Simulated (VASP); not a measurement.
**TiSi: single point with PBEsol**

The system is TiSi.

```
Ti Si
1.0
     3.84513    0.00000    0.00000
     0.00000    1.82755    2.01053
     0.00000   -1.82755    2.01053
Ti Si
1 1
Direct
  0.00000 0.05073 0.05073
  0.50000 0.55077 0.55077
```

This cell differs from its parent crystal: ratio of the length along z to the lengths across it x 0.96, volume and fractional coordinates fixed.

```yaml
Program: VASP 6.6.1
Task: single point
Functional: PBEsol
Potentials_or_basis: VASP PAW PBE potentials, release 64 (Ti_sv, Si)
Cutoff: 520 eV
k_mesh: 18 × 24 × 24
Occupations: gaussian, width 0.15 eV
Spin: no spin polarisation
Dipole_correction: no
Further_INCAR_settings: ALGO = Normal; EDIFF = 1e-07; NBANDS = 15
```

```json
{
 "Pressure": "-0.7 GPa",
 "Band gap on the k mesh": "zero (bands 8 and 9 overlap by 1.87 eV)"
}
```

Stress tensor (GPa, compression positive):
```
-2.38  0.00  0.00
 0.00 -0.85  0.00
 0.00  0.00  1.18
```

Levels at points of the mesh, in eV from the Fermi level:
```
           k point  band 4  band 5  band 6  band 7  band 8  band 9  band 10  band 11  band 12  band 13
(0.00, 0.00, 0.00)  -32.40  -12.11   -2.69   -2.12   -1.38    1.85     2.29     3.29     5.65     6.16
(0.50, 0.00, 0.00)  -32.39  -10.81   -6.75   -1.11    0.25    0.94     1.60     3.33     6.81     8.42
(0.00, 0.50, 0.00)  -32.38   -7.76   -6.64   -3.20   -0.81    1.54     2.51     4.44     4.57     4.86
(0.50, 0.50, 0.00)  -32.38   -8.16   -5.18   -2.67   -1.79    1.20     1.70     2.11     3.13     6.13
(0.00, 0.50, 0.50)  -32.82   -5.69   -3.54   -2.07   -1.32   -1.03    -0.61     2.62     3.17     4.54
(0.50, 0.50, 0.50)  -32.84   -4.83   -4.02   -3.81   -2.71    2.14     2.17     3.13     4.03     4.54
```

Wall time 8.1 min on 1 thread of Intel Xeon 8259CL, on a shared host, peak memory 0.71 GiB.

Caveat: the PAW data sets were made with another functional, which shifts forces and pressure a little.
